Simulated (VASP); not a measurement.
# SiO2 (fluorite type) (Fm-3m) in VASP: notebook

The runs below take SiO2 (fluorite type) through single point, with PBE.

Program: VASP 6.6.1. These are calculated values, not measurements. Logs are shortened: lines on timing, memory, paths and dates and some standing lists are left out, and cuts for length are marked.

## (1) The cell of the first run

Symmetry: Fm-3m, No. 225, cubic system. Conventional cell: a = 4.672 Å, b = 4.672 Å, c = 4.672 Å, α = 90.00°, β = 90.00°, γ = 90.00°. Within 2.7 Å of Si (site symmetry m-3m) lie 8 O at 2.02 Å. Within 2.7 Å of O (site symmetry -43m) lie 4 Si at 2.02 Å and 6 O at 2.34 Å.

## (2) Single point, PBE

Contents of INCAR:

```
PREC     = Accurate       # precision mode
ENCUT    = 600            # plane-wave cutoff, eV
EDIFF    = 1E-6           # SCF threshold, eV
ISMEAR   = -1             # smearing method
SIGMA    = 0.06122561905347299 # smearing width, eV
LREAL    = F              # projectors in reciprocal space
LASPH    = T              # aspherical terms in the spheres
NELM     = 120            # most SCF steps
ALGO     = Normal         # electronic algorithm
ISIF     = 2              # what is computed and relaxed
LWAVE    = F              # write WAVECAR
LCHARG   = T              # write CHGCAR
GGA      = PE             # functional
LELF     = T              # ELF
LVHAR    = T            
NBANDS   = 15             # bands
GGA_COMPAT= F
```

Contents of KPOINTS:

```
Automatic mesh
0
Gamma
  21 21 21
```

Contents of POSCAR:

```
SiO2
1.0
    0.0000000000      2.3360591029      2.3360591029
    2.3360591029      0.0000000000      2.3360591029
    2.3360591029      2.3360591029      0.0000000000
Si O
1 2
Direct
    0.0000000000      0.0000000000      0.0000000000
    0.2500000000      0.2500000000      0.2500000000
    0.7500000000      0.7500000000      0.7500000000
```

Potentials or basis: VASP PAW PBE potentials, release 64 (Si, O).

On the command line:

```sh
$ cat potpaw_PBE.64/Si/POTCAR potpaw_PBE.64/O/POTCAR > POTCAR
$ mpirun -np 1 vasp_std > vasp.out
```

OUTCAR:

```text
PREC = Accurate
   ENCUT = 600
   EDIFF = 1E-6
   ISMEAR = -1
   LREAL = F
   LASPH = T
   NELM = 120
   ISIF = 2
   GGA = PE

 ion  position               nearest neighbor table
   1  0.000  0.000  0.000-   3 2.02   3 2.02   3 2.02   2 2.02   3 2.02   2 2.02   2 2.02   2 2.02

   2  0.250  0.250  0.250-   1 2.02   1 2.02   1 2.02   1 2.02
   3  0.750  0.750  0.750-   1 2.02   1 2.02   1 2.02   1 2.02

  LATTYP: Found a face centered cubic cell.
 ALAT       =     4.6721182058

  Lattice vectors:

 A1 = (   0.0000000000,   2.3360591029,   2.3360591029)
 A2 = (   2.3360591029,   0.0000000000,   2.3360591029)
 A3 = (   2.3360591029,   2.3360591029,   0.0000000000)

Analysis of symmetry for initial positions (statically):
=====================================================================
 Subroutine PRICEL returns:
 Original cell was already a primitive cell.

 Routine SETGRP: Setting up the symmetry group for a
 face centered cubic supercell.

 Subroutine GETGRP returns: Found 48 space group operations
 (whereof 48 operations were pure point group operations)
 out of a pool of 48 trial point group operations.

The static configuration has the point symmetry O_h .

Analysis of symmetry for dynamics (positions and initial velocities):
=====================================================================
 Subroutine PRICEL returns:
 Original cell was already a primitive cell.

 Routine SETGRP: Setting up the symmetry group for a
 face centered cubic supercell.

 Subroutine GETGRP returns: Found 48 space group operations
 (whereof 48 operations were pure point group operations)
 out of a pool of 48 trial point group operations.

The dynamic configuration has the point symmetry O_h .

 Subroutine INISYM returns: Found 48 space group operations
 (whereof 48 operations are pure point group operations),
 and found     1 'primitive' translations

----------------------------------------------------------------------------------------

                                     Primitive cell

  volume of cell :      25.4966

  direct lattice vectors                    reciprocal lattice vectors
     0.000000000  2.336059103  2.336059103    -0.214035681  0.214035681  0.214035681
     2.336059103  0.000000000  2.336059103     0.214035681 -0.214035681  0.214035681
     2.336059103  2.336059103  0.000000000     0.214035681  0.214035681 -0.214035681

  length of vectors
     3.303686466  3.303686466  3.303686466     0.370720673  0.370720673  0.370720673

  position of ions in fractional coordinates (direct lattice)
     0.000000000  0.000000000  0.000000000
     0.250000000  0.250000000  0.250000000
     0.750000000  0.750000000  0.750000000

  ion indices of the primitive-cell ions
   primitive index   ion index
                 1           1
                 2           2
                 3           3

----------------------------------------------------------------------------------------

 KPOINTS: Automatic mesh

Automatic generation of k-mesh.
 Grid dimensions read from file:
 generate k-points for:   21   21   21

 Generating k-lattice:

  Cartesian coordinates                     Fractional coordinates (reciprocal lattice)
    -0.010192175  0.010192175  0.010192175     0.047619048  0.000000000  0.000000000
     0.010192175 -0.010192175  0.010192175     0.000000000  0.047619048  0.000000000
     0.010192175  0.010192175 -0.010192175     0.000000000  0.000000000  0.047619048

  Length of vectors
     0.017653365  0.017653365  0.017653365

  Shift w.r.t. Gamma in fractional coordinates (k-lattice)
     0.000000000  0.000000000  0.000000000

 Subroutine IBZKPT returns following result:
 ===========================================

 Found    286 irreducible k-points:

 Following reciprocal coordinates:
            Coordinates               Weight
  0.000000  0.000000  0.000000      1.000000
  0.047619  0.000000  0.000000      8.000000
  0.095238  0.000000  0.000000      8.000000
  0.142857  0.000000  0.000000      8.000000
  0.190476  0.000000  0.000000      8.000000
  0.238095  0.000000  0.000000      8.000000
[... 16 lines left out ...]
 -0.428571  0.047619  0.000000     24.000000
 -0.380952  0.047619  0.000000     24.000000
 [... further k-points ...]
   k-points           NKPTS =    286   k-points in BZ     NKDIM =    286   number of bands    NBANDS=     15
   number of dos      NEDOS =    301   number of ions     NIONS =      3
   total plane-waves  NPLWV =  21952
   dimension x,y,z NGX =    28 NGY =   28 NGZ =   28
   dimension x,y,z NGXF=    56 NGYF=   56 NGZF=   56
   ions per type =               1   2
   NGX,Y,Z   is equivalent  to a cutoff of  14.09, 14.09, 14.09 a.u.
   NGXF,Y,Z  is equivalent  to a cutoff of  28.18, 28.18, 28.18 a.u.
 SYSTEM =  unknown system
   PREC   = accura    normal or accurate (medium, high low for compatibility)
   ISTART =      0    job   : 0-new  1-cont  2-samecut
   ICHARG =      2    charge: 1-file 2-atom 10-const
   ISPIN  =      1    spin polarized calculation?
   LNONCOLLINEAR =      F non collinear calculations
   LSORBIT =      F    spin-orbit coupling
   LASPH  =      T    aspherical Exc in radial PAW
   ENCUT  =  600.0 eV  44.10 Ry    6.64 a.u.   6.60  6.60  6.60*2*pi/ulx,y,z
   NELM   =    120;   NELMIN=  2; NELMDL= -5     # of ELM steps
   EDIFF  = 0.1E-05   stopping-criterion for ELM
   LREAL  =      F    real-space projection
   EDIFFG = 0.1E-04   stopping-criterion for IOM
   NSW    =      0    number of steps for IOM
   IBRION =     -1    ionic relax: 0-MD 1-quasi-New 2-CG
   NFREE  =      0    steps in history (QN), initial steepest desc. (CG)
   ISIF   =      2    stress and relaxation
   ISYM   =      2    0-nonsym 1-usesym 2-fastsym
   POTIM  = 0.5000    time-step for ionic-motion
   TEBEG  =    0.0;   TEEND  =   0.0 temperature during run
   PSTRESS=    0.0 pullay stress
   NELECT =      16.0000    total number of electrons
   NUPDOWN=      -1.0000    fix difference up-down
   EMIN   =  10.00;   EMAX   =-10.00  energy-range for DOS
   EFERMI =   0.00;   METHOD = LEGACY
   ISMEAR =    -1;   SIGMA  =   0.06  broadening in eV -4-tet -1-fermi 0-gaus
   EFERMI_NEDOS =   21; number of points for ismear=-14 and -15
   IALGO  =     38    algorithm
   IMIX   =      4    mixing-type and parameters
     AMIX     =   0.40;   BMIX     =  1.00
     AMIX_MAG =   1.60;   BMIX_MAG =  1.00
  volume/ion in A,a.u.               =       8.50        57.35
  Fermi-wavevector in a.u.,A,eV,Ry     =   1.401590  2.648621 26.728028  1.964455
  Thomas-Fermi vector in A             =   2.524436
   LORBIT       =      0    0 simple, 1 ext, 2 COOP (PROOUT), +10 PAW based schemes
   GGA     = PE    functional components
   LHFCALC =     F    Hartree Fock is set to
   AEXX    =    0.0000 exact exchange contribution
   IVDW    =     0    specifies the selected vdW correction
   LEPSILON=     F    determine dielectric tensor
   LRPA    =     F    only Hartree local field effects (RPA)
 non-spin polarized calculation
  energy-cutoff  :      600.00
  volume of cell :       25.50
 maximum number of plane-waves:       878
   NGX = 13   NGY = 13   NGZ = 13

 number of electron      16.0000001 magnetization

 Free energy of the ion-electron system (eV)
  ---------------------------------------------------
  ext. energy  EPLUGINS =         0.00000000
  ---------------------------------------------------
  free energy    TOTEN  =       -19.87418843 eV

  energy without entropy =      -19.87418766  energy(sigma->0) =      -19.87418804

 E-fermi :   8.8391     XC(G=0): -11.9430

 val. band max:        8.2013409601   @ k =  -0.4762   0.4762   0.0000
 cond. band min:       9.2150588162   @ k =   0.0000   0.0000   0.0000
 fundamental gap:      1.0137178562
 Fermi energy:         8.8391049759

 k-point     1 :       0.0000    0.0000    0.0000
  band No.  band energies     occupation
      1     -13.6455      2.00000
      2      -7.7648      2.00000
      3       3.0454      2.00000
      4       3.0454      2.00000
      5       3.0454      2.00000
      6       6.1500      2.00000
      7       6.1500      2.00000
      8       6.1500      2.00000
      9       9.2151      0.00430
     10      13.9414      0.00000
     11      13.9414      0.00000
     12      13.9414      0.00000
     13      20.5738      0.00000
     14      20.5738      0.00000
     15      22.4584      0.00000

 k-point     2 :       0.0476    0.0000    0.0000
  band No.  band energies     occupation
      1     -13.6161      2.00000
      2      -7.7990      2.00000
      3       3.0143      2.00000
      4       3.0458      2.00000
      5       3.0458      2.00000
      6       5.9721      2.00000
      7       6.1136      2.00000
      8       6.1136      2.00000
      9       9.4332      0.00012
     10      13.9551      0.00000
     11      13.9966      0.00000
     12      13.9966      0.00000
     13      20.6273      0.00000
     14      20.6273      0.00000
     15      22.5785      0.00000

 k-point     3 :       0.0952    0.0000    0.0000
  band No.  band energies     occupation
      1     -13.5284      2.00000
      2      -7.9009      2.00000
      3       2.9194      2.00000
      4       3.0482      2.00000
      5       3.0482      2.00000
      6       5.5611      2.00000
      7       6.0072      2.00000
      8       6.0072      2.00000
      9       9.9616      0.00000
     10      14.0105      0.00000
     11      14.1610      0.00000
     12      14.1610      0.00000
     13      20.7796      0.00000
     14      20.7796      0.00000
     15      22.9121      0.00000
[... 343 lines left out ...]
 k-point    23 :      -0.4286    0.0476    0.0000
  band No.  band energies     occupation
      1     -11.3387      2.00000
      2     -10.2978      2.00000
      3       1.1507      2.00000
      4       3.1003      2.00000
      5       3.4811      2.00000
      6       3.5073      2.00000
      7       4.2838      2.00000
      8       4.8719      2.00000
      9      13.2219      0.00000
     10      17.1748      0.00000
     11      17.2534      0.00000
     12      17.4960      0.00000
     13      21.3922      0.00000
     14      21.8804      0.00000
     15      24.2007      0.00000

 k-point    24 :      -0.3810    0.0476    0.0000
  band No.  band energies     occupation
      1     -11.7534      2.00000
      2      -9.8643      2.00000
      3       1.2748      2.00000
      4       3.0775      2.00000
      5       3.5021      2.00000
      6       3.5764      2.00000
      7       4.2774      2.00000
      8       5.0883      2.00000
      9      13.0443      0.00000
     10      16.7092      0.00000
     11      16.8130      0.00000
     12      17.2393      0.00000
     13      21.5113      0.00000
     14      21.9527      0.00000
     15      24.3131      0.00000

 [... further k-points ...]

------------------------ aborting loop because EDIFF is reached ----------------------------------------

  FORCE on cell =-STRESS in cart. coord.  units (eV):
  Direction    XX          YY          ZZ          XY          YZ          ZX
  --------------------------------------------------------------------------------------
  -------------------------------------------------------------------------------------
  Total       -2.2025313     -2.2025313     -2.2025313      0.0000000      0.0000000      0.0000000
  in kB     -138.4048157   -138.4048157   -138.4048157      0.0000000      0.0000000      0.0000000
  external PRESSURE =    -138.4048157 kB  Pullay stress =       0.0000000 kB

 VOLUME and BASIS-vectors are now :
 -----------------------------------------------------------------------------
  energy-cutoff  :      600.00
  volume of cell :       25.50
      direct lattice vectors                 reciprocal lattice vectors
     0.000000000  2.336059103  2.336059103    -0.214035681  0.214035681  0.214035681
     2.336059103  0.000000000  2.336059103     0.214035681 -0.214035681  0.214035681
     2.336059103  2.336059103  0.000000000     0.214035681  0.214035681 -0.214035681

 POSITION                                       TOTAL-FORCE (eV/Angst)
 -----------------------------------------------------------------------------------
      0.00000      0.00000      0.00000         0.000000     -0.000000     -0.000000
      1.16803      1.16803      1.16803         0.000000      0.000000      0.000000
      3.50409      3.50409      3.50409        -0.000000     -0.000000     -0.000000
 -----------------------------------------------------------------------------------
    total drift:                                0.000000      0.000000      0.000000

  FREE ENERGIE OF THE ION-ELECTRON SYSTEM (eV)
  ---------------------------------------------------
  free  energy   TOTEN  =       -19.8741884288 eV

  energy  without entropy=      -19.8741876579  energy(sigma->0) =      -19.87418804
```

Run time: 85 s. Hardware: 1 thread of AMD EPYC 9R45 (Zen 5), shared host; peak memory 0.21 GiB.

Results:

```
Free energy            : -19.8742 eV
Pressure               : -13.8 GPa
Band gap on the k mesh : 1.01 eV, indirect (least direct gap 1.96 eV)
```

Levels at points of the mesh, in eV from the valence-band top:
```
           k point  band 5  band 6  band 7  band 8  band 9  band 10  band 11  band 12
(0.00, 0.00, 0.00)   -5.16   -2.05   -2.05   -2.05    1.01     5.74     5.74     5.74
```

A k mesh can miss the band edges. A hybrid or GW would open this gap; PBE tends to underestimate it.

[end of part 1 of 2]
